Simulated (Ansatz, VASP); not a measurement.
**HfIn4SiO6 in VASP and in Ansatz**

The input INCAR:

```
SYSTEM = HfIn4SiO6
  PREC = Accurate
  ENCUT = 520
  EDIFF = 1E-6
  ISMEAR = -1
  SIGMA = 0.05
  LREAL = .FALSE.
  LASPH = .TRUE.
  NELM = 80
  ALGO = Normal
  ISIF = 2
  LWAVE = .FALSE.
  LCHARG = .FALSE.
  GGA = PE
  NBANDS = 63
```

KPOINTS

```
regular mesh
0
G
  4 4 2
  0 0 0
```

Contents of POSCAR:

```
HfIn4SiO6
1.0
    5.3123808861      0.0000000000      0.0000000000
   -2.6561954762      4.6006583655      0.0000000000
    0.0000000000      0.0000000000     10.6289795214
Hf In Si O
1 4 1 6
Direct
    0.6666700000      0.3333300000      0.0000000000
    0.0000000000      0.0000000000      0.3044600000
    0.0000000000      0.0000000000      0.6955400000
    0.3333300000      0.6666700000      0.7891900000
    0.3333300000      0.6666700000      0.2108100000
    0.0000000000      0.0000000000      0.0000000000
    0.9730000000      0.7049600000      0.8997200000
    0.2950400000      0.0270000000      0.1002800000
    0.2950400000      0.2680400000      0.8997200000
    0.7319600000      0.7049600000      0.1002800000
    0.7319600000      0.0270000000      0.8997200000
    0.9730000000      0.2680400000      0.1002800000
```

File input.yaml:

```yaml
crystal:
  lattice:
    - [5.3123808861, 0.0, 0.0]
    - [-2.6561954762, 4.6006583655, 0.0]
    - [0.0, 0.0, 10.6289795214]
  atoms:
    - { symbol: Hf, position: [0.66667, 0.33333, 0.0] }
    - { symbol: In, position: [0.0, 0.0, 0.30446] }
    - { symbol: In, position: [0.0, 0.0, 0.69554] }
    - { symbol: In, position: [0.33333, 0.66667, 0.78919] }
    - { symbol: In, position: [0.33333, 0.66667, 0.21081] }
    - { symbol: Si, position: [0.0, 0.0, 0.0] }
    - { symbol: O, position: [0.973, 0.70496, 0.89972] }
    - { symbol: O, position: [0.29504, 0.027, 0.10028] }
    - { symbol: O, position: [0.29504, 0.26804, 0.89972] }
    - { symbol: O, position: [0.73196, 0.70496, 0.10028] }
    - { symbol: O, position: [0.73196, 0.027, 0.89972] }
    - { symbol: O, position: [0.973, 0.26804, 0.10028] }
kpoints:
  mp_grid: { grid: [4, 4, 2] }
scf:
  occupations: { method: fermi_dirac, width: 0.05 }
hamiltonian:
  xc: pbe
  pseudopotentials: { kind: all_electron, lapw: { basis_error: 0.003 } }
output:
  forces: true
  stress: true
  eigenvalues: true
```

Change from the starting cell: volume scaled by 1.02.

Alike in both runs: task single point; functional PBE; k mesh 4 × 4 × 2; occupations fermi-dirac, width 0.05 eV; no spin polarisation.

```csv
,VASP,Ansatz
version,VASP 6.6.1,Ansatz 0.2.0
potentials or method,"VASP PAW PBE potentials, release 64 (Hf_pv, In_d, Si, O), cutoff 520 eV","all-electron LAPW, scalar-relativistic"
```

```tsv
	VASP	Ansatz	Ansatz less VASP
gap on the k mesh at the Fermi level (eV)	0.44	0.44	+0.004
least direct gap on the mesh (eV)	1.74	1.75	+0.019
pressure (GPa)	-1.9	-1.5	+0.36
traceless stress, the component that is largest in VASP (GPa)	0.18	0.04	-0.137
rms of the force components (eV/Å)	0.116	0.081	-0.0349
```

Atom by atom the forces differ by 0.059 eV/Å (rms over components). Ansatz ran all-electron here, and VASP with PAW potentials.

Neither program's run includes spin-orbit coupling.
